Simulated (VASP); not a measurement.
# HgTe (F-43m) in VASP: notebook

The runs below take HgTe through single point, with PBE.

Everything below comes from runs of VASP 6.6.1. Logs are shortened: lines on timing, memory, paths and dates and some standing lists are left out, and cuts for length are marked.

## 1. The cell of the first run

Symmetry: F-43m, No. 216, cubic system. The conventional cell has a = 6.480 Å, b = 6.480 Å, c = 6.480 Å, α = 90.00°, β = 90.00°, γ = 90.00°. Within 3.7 Å of Te (site symmetry -43m) lie 4 Hg at 2.81 Å. Within 3.7 Å of Hg (site symmetry -43m) lie 4 Te at 2.81 Å.

## 2. Single point, PBE

Input file INCAR:

```
SYSTEM = HgTe
PREC = Accurate ; ENCUT = 520
EDIFF = 1E-7 ; ISMEAR = -1
SIGMA = 0.05 ; LREAL = .FALSE.
LASPH = .TRUE. ; NELM = 100
ALGO = Normal ; ISIF = 2
LWAVE = .FALSE. ; LCHARG = .FALSE.
GGA = PE ; NBANDS = 16
```

Input file KPOINTS:

```
Automatic mesh
0
G
  6 6 6
  0 0 0
```

Input file POSCAR:

```
HgTe
1.0
    0.0000000000      3.2400000000      3.2400000000
    3.2400000000      0.0000000000      3.2400000000
    3.2400000000      3.2400000000      0.0000000000
Te Hg
1 1
Direct
    0.7500000000      0.7500000000      0.7500000000
    0.0000000000      0.0000000000      0.0000000000
```

Potentials or basis: VASP PAW PBE potentials, release 64 (Te, Hg).

Command:

```
$ cat potpaw_PBE.64/Te/POTCAR potpaw_PBE.64/Hg/POTCAR > POTCAR
$ mpirun -np 1 vasp_std > vasp.out
```

OUTCAR:

```text
SYSTEM = HgTe
   PREC = Accurate
   ENCUT = 520
   EDIFF = 1E-7
   ISMEAR = -1
   LREAL = .FALSE.
   LASPH = .TRUE.
   NELM = 100
   ISIF = 2
   GGA = PE

 ion  position               nearest neighbor table
   1  0.750  0.750  0.750-   2 2.81   2 2.81   2 2.81   2 2.81
   2  0.000  0.000  0.000-   1 2.81   1 2.81   1 2.81   1 2.81

  LATTYP: Found a face centered cubic cell.
 ALAT       =     6.4800000000

  Lattice vectors:

 A1 = (   0.0000000000,   3.2400000000,   3.2400000000)
 A2 = (   3.2400000000,   0.0000000000,   3.2400000000)
 A3 = (   3.2400000000,   3.2400000000,   0.0000000000)

Analysis of symmetry for initial positions (statically):
=====================================================================
 Subroutine PRICEL returns:
 Original cell was already a primitive cell.

 Routine SETGRP: Setting up the symmetry group for a
 face centered cubic supercell.

 Subroutine GETGRP returns: Found 24 space group operations
 (whereof 24 operations were pure point group operations)
 out of a pool of 48 trial point group operations.

The static configuration has the point symmetry T_d .

Analysis of symmetry for dynamics (positions and initial velocities):
=====================================================================
 Subroutine PRICEL returns:
 Original cell was already a primitive cell.

 Routine SETGRP: Setting up the symmetry group for a
 face centered cubic supercell.

 Subroutine GETGRP returns: Found 24 space group operations
 (whereof 24 operations were pure point group operations)
 out of a pool of 48 trial point group operations.

The dynamic configuration has the point symmetry T_d .

 Subroutine INISYM returns: Found 24 space group operations
 (whereof 24 operations are pure point group operations),
 and found     1 'primitive' translations

----------------------------------------------------------------------------------------

                                     Primitive cell

  volume of cell :      68.0244

  direct lattice vectors                    reciprocal lattice vectors
     0.000000000  3.240000000  3.240000000    -0.154320988  0.154320988  0.154320988
     3.240000000  0.000000000  3.240000000     0.154320988 -0.154320988  0.154320988
     3.240000000  3.240000000  0.000000000     0.154320988  0.154320988 -0.154320988

  length of vectors
     4.582051942  4.582051942  4.582051942     0.267291791  0.267291791  0.267291791

  position of ions in fractional coordinates (direct lattice)
     0.750000000  0.750000000  0.750000000
     0.000000000  0.000000000  0.000000000

  ion indices of the primitive-cell ions
   primitive index   ion index
                 1           1
                 2           2

----------------------------------------------------------------------------------------

 KPOINTS: Automatic mesh

Automatic generation of k-mesh.
 Grid dimensions read from file:
 generate k-points for:    6    6    6

 Generating k-lattice:

  Cartesian coordinates                     Fractional coordinates (reciprocal lattice)
    -0.025720165  0.025720165  0.025720165     0.166666667  0.000000000  0.000000000
     0.025720165 -0.025720165  0.025720165     0.000000000  0.166666667  0.000000000
     0.025720165  0.025720165 -0.025720165     0.000000000  0.000000000  0.166666667

  Length of vectors
     0.044548632  0.044548632  0.044548632

  Shift w.r.t. Gamma in fractional coordinates (k-lattice)
     0.000000000  0.000000000  0.000000000

 Subroutine IBZKPT returns following result:
 ===========================================

 Found     16 irreducible k-points:

 Following reciprocal coordinates:
            Coordinates               Weight
  0.000000  0.000000  0.000000      1.000000
  0.166667  0.000000  0.000000      8.000000
  0.333333  0.000000  0.000000      8.000000
  0.500000  0.000000  0.000000      4.000000
  0.166667  0.166667  0.000000      6.000000
  0.333333  0.166667  0.000000     24.000000
[... 8 lines left out ...]
 -0.333333  0.333333  0.166667     24.000000
 -0.333333  0.500000  0.166667     12.000000
   k-points           NKPTS =     16   k-points in BZ     NKDIM =     16   number of bands    NBANDS=     16
   number of dos      NEDOS =    301   number of ions     NIONS =      2
   total plane-waves  NPLWV =  46656
   dimension x,y,z NGX =    36 NGY =   36 NGZ =   36
   dimension x,y,z NGXF=    72 NGYF=   72 NGZF=   72
   ions per type =               1   1
   NGX,Y,Z   is equivalent  to a cutoff of  13.06, 13.06, 13.06 a.u.
   NGXF,Y,Z  is equivalent  to a cutoff of  26.12, 26.12, 26.12 a.u.
 SYSTEM =  HgTe
   PREC   = accura    normal or accurate (medium, high low for compatibility)
   ISTART =      0    job   : 0-new  1-cont  2-samecut
   ICHARG =      2    charge: 1-file 2-atom 10-const
   ISPIN  =      1    spin polarized calculation?
   LNONCOLLINEAR =      F non collinear calculations
   LSORBIT =      F    spin-orbit coupling
   LASPH  =      T    aspherical Exc in radial PAW
   ENCUT  =  520.0 eV  38.22 Ry    6.18 a.u.   8.52  8.52  8.52*2*pi/ulx,y,z
   NELM   =    100;   NELMIN=  2; NELMDL= -5     # of ELM steps
   EDIFF  = 0.1E-06   stopping-criterion for ELM
   LREAL  =      F    real-space projection
   EDIFFG = 0.1E-05   stopping-criterion for IOM
   NSW    =      0    number of steps for IOM
   IBRION =     -1    ionic relax: 0-MD 1-quasi-New 2-CG
   NFREE  =      0    steps in history (QN), initial steepest desc. (CG)
   ISIF   =      2    stress and relaxation
   ISYM   =      2    0-nonsym 1-usesym 2-fastsym
   POTIM  = 0.5000    time-step for ionic-motion
   TEBEG  =    0.0;   TEEND  =   0.0 temperature during run
   PSTRESS=    0.0 pullay stress
   NELECT =      18.0000    total number of electrons
   NUPDOWN=      -1.0000    fix difference up-down
   EMIN   =  10.00;   EMAX   =-10.00  energy-range for DOS
   EFERMI =   0.00;   METHOD = LEGACY
   ISMEAR =    -1;   SIGMA  =   0.05  broadening in eV -4-tet -1-fermi 0-gaus
   EFERMI_NEDOS =   21; number of points for ismear=-14 and -15
   IALGO  =     38    algorithm
   IMIX   =      4    mixing-type and parameters
     AMIX     =   0.40;   BMIX     =  1.00
     AMIX_MAG =   1.60;   BMIX_MAG =  1.00
  volume/ion in A,a.u.               =      34.01       229.53
  Fermi-wavevector in a.u.,A,eV,Ry     =   1.051019  1.986138 15.029559  1.104641
  Thomas-Fermi vector in A             =   2.186046
   LORBIT       =      0    0 simple, 1 ext, 2 COOP (PROOUT), +10 PAW based schemes
   GGA     = PE    functional components
   LHFCALC =     F    Hartree Fock is set to
   AEXX    =    0.0000 exact exchange contribution
   IVDW    =     0    specifies the selected vdW correction
   LEPSILON=     F    determine dielectric tensor
   LRPA    =     F    only Hartree local field effects (RPA)
 non-spin polarized calculation
  energy-cutoff  :      520.00
  volume of cell :       68.02
 maximum number of plane-waves:      1853
 NGX is ok and might be reduce to    36
   NGX = 17   NGY = 17   NGZ = 17

 number of electron      18.0000002 magnetization

 Free energy of the ion-electron system (eV)
  ---------------------------------------------------
  ext. energy  EPLUGINS =         0.00000000
  ---------------------------------------------------
  free energy    TOTEN  =        -3.58484816 eV

  energy without entropy =       -3.58388099  energy(sigma->0) =       -3.58436458

 E-fermi :   3.0603     XC(G=0):  -8.7069

 val. band max:        3.0236857025   @ k =   0.0000   0.0000   0.0000
 cond. band min:       3.7273514878   @ k =   0.5000   0.0000   0.0000
 fundamental gap:      0.7036657853
 Fermi energy:         3.0603269532

 k-point     1 :       0.0000    0.0000    0.0000
  band No.  band energies     occupation
      1      -8.9088      2.00000
      2      -4.2919      2.00000
      3      -4.2919      2.00000
      4      -4.2919      2.00000
      5      -3.7717      2.00000
      6      -3.7717      2.00000
[... 8 lines left out ...]
     15      12.5633      0.00000
     16      12.5633      0.00000

 k-point     2 :       0.1667    0.0000    0.0000
  band No.  band energies     occupation
      1      -8.7780      2.00000
      2      -4.2564      2.00000
      3      -4.2564      2.00000
      4      -4.2351      2.00000
      5      -3.7745      2.00000
      6      -3.7745      2.00000
[... 8 lines left out ...]
     15      11.5893      0.00000
     16      11.5893      0.00000

 k-point     3 :       0.3333    0.0000    0.0000
  band No.  band energies     occupation
      1      -8.4970      2.00000
      2      -4.1948      2.00000
      3      -4.1948      2.00000
      4      -3.9467      2.00000
      5      -3.7654      2.00000
      6      -3.7654      2.00000
[... 8 lines left out ...]
     15      11.8971      0.00000
     16      11.8971      0.00000

 k-point     4 :       0.5000    0.0000    0.0000
  band No.  band energies     occupation
      1      -8.3463      2.00000
      2      -4.1709      2.00000
      3      -4.1709      2.00000
      4      -3.7511      2.00000
      5      -3.7511      2.00000
      6      -3.4703      2.00000
[... 8 lines left out ...]
     15      13.0611      0.00000
     16      13.0611      0.00000
[... 172 lines left out ...]
 k-point    14 :       0.5000    0.3333    0.1667
  band No.  band energies     occupation
      1      -8.3029      2.00000
      2      -4.1242      2.00000
      3      -4.0969      2.00000
      4      -3.9200      2.00000
      5      -3.7482      2.00000
      6      -3.6256      2.00000
[... 8 lines left out ...]
     15      13.2541      0.00000
     16      14.1077      0.00000

 k-point    15 :      -0.3333    0.3333    0.1667
  band No.  band energies     occupation
      1      -8.2009      2.00000
      2      -4.1005      2.00000
      3      -4.0656      2.00000
      4      -3.8201      2.00000
      5      -3.7813      2.00000
      6      -3.3139      2.00000
[... 8 lines left out ...]
     15      13.3613      0.00000
     16      14.0131      0.00000

 k-point    16 :      -0.3333    0.5000    0.1667
  band No.  band energies     occupation
      1      -8.1501      2.00000
      2      -4.0798      2.00000
      3      -4.0119      2.00000
      4      -3.8890      2.00000
      5      -3.7546      2.00000
      6      -3.2030      2.00000
[... 8 lines left out ...]
     15      13.8743      0.00000
     16      14.1539      0.00000

------------------------ aborting loop because EDIFF is reached ----------------------------------------

  FORCE on cell =-STRESS in cart. coord.  units (eV):
  Direction    XX          YY          ZZ          XY          YZ          ZX
  --------------------------------------------------------------------------------------
  -------------------------------------------------------------------------------------
  Total        1.4467883      1.4467883      1.4467883     -0.0000000     -0.0000000      0.0000000
  in kB       34.0761522     34.0761522     34.0761522     -0.0000000     -0.0000000      0.0000000
  external PRESSURE =      34.0761522 kB  Pullay stress =       0.0000000 kB

 VOLUME and BASIS-vectors are now :
 -----------------------------------------------------------------------------
  energy-cutoff  :      520.00
  volume of cell :       68.02
      direct lattice vectors                 reciprocal lattice vectors
     0.000000000  3.240000000  3.240000000    -0.154320988  0.154320988  0.154320988
     3.240000000  0.000000000  3.240000000     0.154320988 -0.154320988  0.154320988
     3.240000000  3.240000000  0.000000000     0.154320988  0.154320988 -0.154320988

 POSITION                                       TOTAL-FORCE (eV/Angst)
 -----------------------------------------------------------------------------------
      4.86000      4.86000      4.86000        -0.000000      0.000000      0.000000
      0.00000      0.00000      0.00000         0.000000     -0.000000     -0.000000
 -----------------------------------------------------------------------------------
    total drift:                                0.000000      0.000000      0.000000

  FREE ENERGIE OF THE ION-ELECTRON SYSTEM (eV)
  ---------------------------------------------------
  free  energy   TOTEN  =        -3.5848481636 eV

  energy  without entropy=       -3.5838809900  energy(sigma->0) =       -3.58436458
```

Run time: 26 s. Hardware: 1 thread of Intel Xeon 8259CL, shared host; peak memory 0.21 GiB.

What came out:

| Property | Result |
| --- | --- |
| Free energy | -3.5848 eV |
| Pressure | 3.4 GPa |
| Band gap on the k mesh | zero (filled and empty bands touch) |

Levels at points of the mesh, in eV from the Fermi level:
| k point | band 5 | band 6 | band 7 | band 8 | band 9 | band 10 | band 11 | band 12 | band 13 | band 14 |
| --- | --- | --- | --- | --- | --- | --- | --- | --- | --- | --- |
| (0.00, 0.00, 0.00) | -6.83 | -6.83 | -0.78 | -0.04 | -0.04 | -0.04 | 4.20 | 4.20 | 4.20 | 6.45 |
| (0.50, 0.00, 0.00) | -6.81 | -6.53 | -5.48 | -1.01 | -1.01 | 0.67 | 5.00 | 5.00 | 6.83 | 7.85 |
| (0.50, 0.50, 0.00) | -6.77 | -6.39 | -5.44 | -2.28 | -2.28 | 1.86 | 2.47 | 8.16 | 8.79 | 8.79 |

Caveat: spin-orbit coupling is left out, which moves the levels of the heavy elements.

## 3. Single point, PBE

Input file INCAR:

```
PREC = Accurate ; ENCUT = 520
EDIFF = 1E-6 ; ISMEAR = -1
SIGMA = 0.05 ; LREAL = False
LASPH = True ; NELM = 60
ALGO = Normal ; ISIF = 2
LWAVE = False ; LCHARG = False
GGA = PE ; NBANDS = 16
```

Input file KPOINTS:

```
regular mesh
0
Gamma
  6 6 6
```

POSCAR is that of step 2.

Potentials or basis: VASP PAW PBE potentials, release 64 (Te, Hg).

Command:

```
$ cat potpaw_PBE.64/Te/POTCAR potpaw_PBE.64/Hg/POTCAR > POTCAR
$ mpirun -np 1 vasp_std > vasp.out
```

Wall time 25 s (1 thread of Intel Xeon 8259CL, shared host); peak memory 0.21 GiB.

The run converged. Its results:

```yaml
Free_energy: -3.5848 eV
Pressure: 3.4 GPa
Band_gap_on_the_k_mesh: zero (filled and empty bands touch)
```

Levels at points of the mesh, in eV from the Fermi level:
| k point | band 5 | band 6 | band 7 | band 8 | band 9 | band 10 | band 11 | band 12 | band 13 | band 14 |
| --- | --- | --- | --- | --- | --- | --- | --- | --- | --- | --- |
| (0.00, 0.00, 0.00) | -6.83 | -6.83 | -0.78 | -0.04 | -0.04 | -0.04 | 4.20 | 4.20 | 4.20 | 6.45 |
| (0.50, 0.00, 0.00) | -6.81 | -6.53 | -5.48 | -1.01 | -1.01 | 0.67 | 5.00 | 5.00 | 6.83 | 7.85 |
| (0.50, 0.50, 0.00) | -6.77 | -6.38 | -5.43 | -2.28 | -2.28 | 1.86 | 2.47 | 8.16 | 8.79 | 8.79 |

Caveat: spin-orbit coupling is left out, which moves the levels of the heavy elements.
